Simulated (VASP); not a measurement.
# Ta in VASP: single point with PBEsol

Aim: the single point of Ta with PBEsol.

All numbers are computed with VASP 6.6.1; they aren't measurements. Logs are shortened: lines on timing, memory, paths and dates and some standing lists are left out, and cuts for length are marked.

## 1. The cell of the first run

The cell holds a slab with vacuum, 5 atoms: a = 4.640 Å, b = 4.640 Å, c = 19.789 Å, α = 90.00°, β = 90.00°, γ = 120.00°.

## 2. Single point, PBEsol

File POSCAR:

```
Ta
1.0
    4.6404568516      0.0000000000      0.0000000000
   -2.3202284258      4.0187535186      0.0000000000
    0.0000000000      0.0000000000     19.7889000000
Ta
5
Direct
    0.8333333330      0.1666666670      0.4042666053
    0.1666666670      0.8333333330      0.4521333025
    0.5000000000      0.5000000000      0.5000000000
    0.8333333330      0.1666666670      0.5478666975
    0.1666666670      0.8333333330      0.5957333947
```

File INCAR.step1:

```
PREC = Accurate ; ENCUT = 520
EDIFF = 1E-7 ; ISMEAR = -1
SIGMA = 0.08 ; LREAL = F
LASPH = T ; NELM = 100
ALGO = Normal ; ISIF = 2
LWAVE = F ; LCHARG = T
LMAXMIX = 4 ; LDIPOL = T
IDIPOL = 3 ; DIPOL = 0.5 0.5 0.500
GGA = PS ; NBANDS = 36
```

File KPOINTS.step1:

```
Automatic mesh
0
Gamma
  8 8 1
```

File INCAR.step2:

```
PREC = Accurate ; ENCUT = 520
EDIFF = 1E-7 ; ISMEAR = -5
SIGMA = 0.08 ; LREAL = F
LASPH = T ; NELM = 100
ALGO = Normal ; ISIF = 2
LWAVE = F ; LCHARG = F
LMAXMIX = 4 ; LDIPOL = T
IDIPOL = 3 ; DIPOL = 0.5 0.5 0.500
GGA = PS ; LORBIT = 11
NBANDS = 36 ; NEDOS = 1001
ICHARG = 11
```

File KPOINTS.step2:

```
Automatic mesh
0
Gamma
  12 12 1
```

Potentials or basis: VASP PAW PBE potentials, release 64 (Ta_pv).

The run is started by

```sh
$ cat potpaw_PBE.64/Ta_pv/POTCAR > POTCAR
$ cp INCAR.step1 INCAR
$ cp KPOINTS.step1 KPOINTS
$ mpirun -np 1 vasp_std > vasp.out
$ cp INCAR.step2 INCAR
$ cp KPOINTS.step2 KPOINTS
$ mpirun -np 1 vasp_std > vasp.out
```

OUTCAR:

```text
PREC = Accurate
   ENCUT = 520
   EDIFF = 1E-7
   ISMEAR = -5
   LREAL = F
   LASPH = T
   NELM = 100
   ISIF = 2
   GGA = PS
   LORBIT = 11
   ICHARG = 11

 ion  position               nearest neighbor table
   1  0.833  0.167  0.404-   2 2.84   2 2.84   4 2.84   2 2.84   3 3.28   3 3.28   3 3.28
   2  0.167  0.833  0.452-   1 2.84   1 2.84   3 2.84   5 2.84   3 2.84   3 2.84   1 2.84   4 3.28
                             4 3.28   4 3.28
   3  0.500  0.500  0.500-   2 2.84   4 2.84   4 2.84   2 2.84   2 2.84   4 2.84   1 3.28   5 3.28
                             5 3.28   1 3.28   1 3.28   5 3.28
   4  0.833  0.167  0.548-   5 2.84   5 2.84   3 2.84   1 2.84   3 2.84   3 2.84   5 2.84   2 3.28
                             2 3.28   2 3.28
   5  0.167  0.833  0.596-   4 2.84   4 2.84   2 2.84   4 2.84   3 3.28   3 3.28   3 3.28

  LATTYP: Found a hexagonal cell.
 ALAT       =     4.6404568516
 C/A-ratio  =     4.2644292648

  Lattice vectors:

 A1 = (   4.6404568516,   0.0000000000,   0.0000000000)
 A2 = (  -2.3202284258,   4.0187535186,   0.0000000000)
 A3 = (   0.0000000000,   0.0000000000,  19.7889000000)

Analysis of symmetry for initial positions (statically):
=====================================================================
 Subroutine PRICEL returns:
 Original cell was already a primitive cell.

 Routine SETGRP: Setting up the symmetry group for a
 hexagonal supercell.

 Subroutine GETGRP returns: Found 12 space group operations
 (whereof  4 operations were pure point group operations)
 out of a pool of 24 trial point group operations.

The static configuration has the point symmetry C_2h.
 The point group associated with its full space group is D_3d.

Analysis of symmetry for dynamics (positions and initial velocities):
=====================================================================
 Subroutine PRICEL returns:
 Original cell was already a primitive cell.

 Routine SETGRP: Setting up the symmetry group for a
 hexagonal supercell.

 Subroutine GETGRP returns: Found 12 space group operations
 (whereof  4 operations were pure point group operations)
 out of a pool of 24 trial point group operations.

The dynamic configuration has the point symmetry C_2h.
 The point group associated with its full space group is D_3d.

 Subroutine INISYM returns: Found 12 space group operations
 (whereof  4 operations are pure point group operations),
 and found     1 'primitive' translations

----------------------------------------------------------------------------------------

                                     Primitive cell

  volume of cell :     369.0403

  direct lattice vectors                    reciprocal lattice vectors
     4.640456852  0.000000000  0.000000000     0.215496024  0.124416687  0.000000000
    -2.320228426  4.018753519  0.000000000     0.000000000  0.248833375  0.000000000
     0.000000000  0.000000000 19.788900000     0.000000000  0.000000000  0.050533380

  length of vectors
     4.640456852  4.640456852 19.788900000     0.248833375  0.248833375  0.050533380

  position of ions in fractional coordinates (direct lattice)
     0.833333333  0.166666667  0.404266605
     0.166666667  0.833333333  0.452133303
     0.500000000  0.500000000  0.500000000
     0.833333333  0.166666667  0.547866697
     0.166666667  0.833333333  0.595733395

  ion indices of the primitive-cell ions
   primitive index   ion index
                 1           1
                 2           2
                 3           3
                 4           4
                 5           5

----------------------------------------------------------------------------------------

 KPOINTS: Automatic mesh

Automatic generation of k-mesh.
 Grid dimensions read from file:
 generate k-points for:   12   12    1

 Generating k-lattice:

  Cartesian coordinates                     Fractional coordinates (reciprocal lattice)
     0.017958002  0.010368057  0.000000000     0.083333333  0.000000000  0.000000000
     0.000000000  0.020736115  0.000000000     0.000000000  0.083333333  0.000000000
     0.000000000  0.000000000  0.050533380     0.000000000  0.000000000  1.000000000

  Length of vectors
     0.020736115  0.020736115  0.050533380

  Shift w.r.t. Gamma in fractional coordinates (k-lattice)
     0.000000000  0.000000000  0.000000000

 TETIRR: Found     76 inequivalent tetrahedra from      864

 Subroutine IBZKPT returns following result:
 ===========================================

 Found     19 irreducible k-points:

 Following reciprocal coordinates:
            Coordinates               Weight
  0.000000  0.000000  0.000000      1.000000
  0.083333  0.000000  0.000000      6.000000
  0.166667 -0.000000  0.000000      6.000000
  0.250000  0.000000  0.000000      6.000000
  0.333333 -0.000000  0.000000      6.000000
  0.416667 -0.000000  0.000000      6.000000
[... 11 lines left out ...]
  0.333333  0.250000  0.000000     12.000000
  0.333333  0.333333  0.000000      2.000000
   k-points           NKPTS =     19   k-points in BZ     NKDIM =     19   number of bands    NBANDS=     36
   number of dos      NEDOS =   1001   number of ions     NIONS =      5
   total plane-waves  NPLWV = 194400
   dimension x,y,z NGX =    36 NGY =   36 NGZ =  150
   dimension x,y,z NGXF=    72 NGYF=   72 NGZF=  300
   ions per type =               5
   NGX,Y,Z   is equivalent  to a cutoff of  12.90, 12.90, 12.60 a.u.
   NGXF,Y,Z  is equivalent  to a cutoff of  25.79, 25.79, 25.20 a.u.
 SYSTEM =  unknown system
   PREC   = accura    normal or accurate (medium, high low for compatibility)
   ISTART =      0    job   : 0-new  1-cont  2-samecut
   ICHARG =     11    charge: 1-file 2-atom 10-const
   ISPIN  =      1    spin polarized calculation?
   LNONCOLLINEAR =      F non collinear calculations
   LSORBIT =      F    spin-orbit coupling
   LASPH  =      T    aspherical Exc in radial PAW
   ENCUT  =  520.0 eV  38.22 Ry    6.18 a.u.   8.63  8.63 36.79*2*pi/ulx,y,z
   NELM   =    100;   NELMIN=  2; NELMDL=  0     # of ELM steps
   EDIFF  = 0.1E-06   stopping-criterion for ELM
   LREAL  =      F    real-space projection
   EDIFFG = 0.1E-05   stopping-criterion for IOM
   NSW    =      0    number of steps for IOM
   IBRION =     -1    ionic relax: 0-MD 1-quasi-New 2-CG
   NFREE  =      0    steps in history (QN), initial steepest desc. (CG)
   ISIF   =      2    stress and relaxation
   ISYM   =      2    0-nonsym 1-usesym 2-fastsym
   POTIM  = 0.5000    time-step for ionic-motion
   TEBEG  =    0.0;   TEEND  =   0.0 temperature during run
   PSTRESS=    0.0 pullay stress
   NELECT =      55.0000    total number of electrons
   NUPDOWN=      -1.0000    fix difference up-down
   EMIN   =  10.00;   EMAX   =-10.00  energy-range for DOS
   EFERMI =   0.00;   METHOD = LEGACY
   ISMEAR =    -5;   SIGMA  =   0.08  broadening in eV -4-tet -1-fermi 0-gaus
   EFERMI_NEDOS =   21; number of points for ismear=-14 and -15
   IALGO  =     38    algorithm
   IMIX   =      4    mixing-type and parameters
     AMIX     =   0.40;   BMIX     =  1.00
     AMIX_MAG =   1.60;   BMIX_MAG =  1.00
  volume/ion in A,a.u.               =      73.81       498.08
  Fermi-wavevector in a.u.,A,eV,Ry     =   0.867970  1.640225 10.250236  0.753371
  Thomas-Fermi vector in A             =   1.986580
   LORBIT       =     11    0 simple, 1 ext, 2 COOP (PROOUT), +10 PAW based schemes
   GGA     = PS    functional components
   LHFCALC =     F    Hartree Fock is set to
   AEXX    =    0.0000 exact exchange contribution
   IVDW    =     0    specifies the selected vdW correction
   LEPSILON=     F    determine dielectric tensor
   LRPA    =     F    only Hartree local field effects (RPA)
 non-spin polarized calculation
 Fermi weights with tetrahedron method with Bloechl corrections
  energy-cutoff  :      520.00
  volume of cell :      369.04
 maximum number of plane-waves:      9978
 NGX is ok and might be reduce to    36

 number of electron      55.0000007 magnetization

 dipolmoment           0.000000      0.000000      0.000000 electrons x Angstroem

 Free energy of the ion-electron system (eV)
  ---------------------------------------------------
  ext. energy  EPLUGINS =         0.00000000
  ---------------------------------------------------
  free energy    TOTEN  =       -54.90948981 eV

  energy without entropy =      -54.90948981  energy(sigma->0) =      -54.90948981

 E-fermi :  -1.2821     XC(G=0):  -4.3246

 val. band max:       -1.2872541865   @ k =   0.3333   0.1667   0.0000
 cond. band min:      -1.2742260527   @ k =   0.0833   0.0000   0.0000
 fundamental gap:      0.0130281337
 Fermi energy:        -1.2820645281

 k-point     1 :       0.0000    0.0000    0.0000
  band No.  band energies     occupation
      1     -35.8535      2.00000
      2     -35.8467      2.00000
      3     -35.7035      2.00000
      4     -35.7035      2.00000
      5     -35.6728      2.00000
      6     -35.6728      2.00000
[... 28 lines left out ...]
     35       1.3354      0.00000
     36       1.3694      0.00000

 k-point     2 :       0.0833    0.0000    0.0000
  band No.  band energies     occupation
      1     -35.8558      2.00000
      2     -35.8506      2.00000
      3     -35.7207      2.00000
      4     -35.7145      2.00000
      5     -35.6728      2.00000
      6     -35.6678      2.00000
[... 28 lines left out ...]
     35       1.3322      0.00000
     36       1.3641      0.00000
[... 622 lines left out ...]
     35       0.6128      0.00000
     36       0.9036      0.00000

 k-point    19 :       0.3333    0.3333    0.0000
  band No.  band energies     occupation
      1     -35.9177      2.00000
      2     -35.9176      2.00000
      3     -35.7654      2.00000
      4     -35.7544      2.00000
      5     -35.6536      2.00000
      6     -35.6536      2.00000
[... 28 lines left out ...]
     35       0.5701      0.00000
     36       0.6854      0.00000

------------------------ aborting loop because EDIFF is reached ----------------------------------------

 vacuum level on the upper side and lower side of the slab       (xc-potential included)        -0.092        -0.092

  FORCE on cell =-STRESS in cart. coord.  units (eV):
  Direction    XX          YY          ZZ          XY          YZ          ZX
  --------------------------------------------------------------------------------------
  -------------------------------------------------------------------------------------
  Total      -10.5559413    -10.5559413    -11.8593566      0.0000000      0.0000000      0.0000000
  in kB      -45.8283041    -45.8283041    -51.4870427      0.0000000      0.0000000      0.0000000
  external PRESSURE =     -47.7145503 kB  Pullay stress =       0.0000000 kB

 VOLUME and BASIS-vectors are now :
 -----------------------------------------------------------------------------
  energy-cutoff  :      520.00
  volume of cell :      369.04
      direct lattice vectors                 reciprocal lattice vectors
     4.640456852  0.000000000  0.000000000     0.215496024  0.124416687  0.000000000
    -2.320228426  4.018753519  0.000000000     0.000000000  0.248833375  0.000000000
     0.000000000  0.000000000 19.788900000     0.000000000  0.000000000  0.050533380

 POSITION                                       TOTAL-FORCE (eV/Angst)
 -----------------------------------------------------------------------------------
      3.48034      0.66979      7.99999         0.000000      0.000000      2.662892
     -1.16011      3.34896      8.94722        -0.000000      0.000000      1.067875
      1.16011      2.00938      9.89445        -0.000000      0.000000      0.000000
      3.48034      0.66979     10.84168        -0.000000     -0.000000     -1.067875
     -1.16011      3.34896     11.78891         0.000000      0.000000     -2.662892
 -----------------------------------------------------------------------------------
    total drift:                                0.000000      0.000000     -0.000000

  FREE ENERGIE OF THE ION-ELECTRON SYSTEM (eV)
  ---------------------------------------------------
  free  energy   TOTEN  =       -54.9094898067 eV

  energy  without entropy=      -54.9094898067  energy(sigma->0) =      -54.90948981

 vacuum level on the upper side and lower side of the slab         2.250         2.250

 total charge

# of ion       s       p       d       tot
------------------------------------------
    1        0.383   6.017   2.356   8.757
    2        0.384   6.116   2.425   8.926
    3        0.363   6.137   2.290   8.790
    4        0.384   6.116   2.425   8.926
    5        0.383   6.017   2.356   8.757
--------------------------------------------------
tot          1.898  30.403  11.854  44.155
```

Wall time 5 min (1 thread of AMD EPYC 9R45 (Zen 5), shared host); peak memory 0.48 GiB.

What came out:

| Quantity | Value |
| --- | --- |
| Valence electrons inside the program's atomic spheres | Ta 8.76, 8.93, 8.79 (each value once) |

Levels at points of the mesh, in eV from the Fermi level:
```csv
k point,band 25,band 26,band 27,band 28,band 29,band 30,band 31,band 32
"(0.00, 0.00, 0.00)",-0.86,-0.52,-0.52,-0.41,-0.04,-0.04,0.52,2.23
"(0.50, 0.00, 0.00)",-0.78,-0.74,-0.53,-0.50,0.28,0.75,1.01,1.57
```

Caveat: the PAW data sets were made with another functional, which shifts forces and pressure a little; spin-orbit coupling is left out, which moves the levels of the heavy elements; tetrahedron occupations give inexact forces and stress in metals.
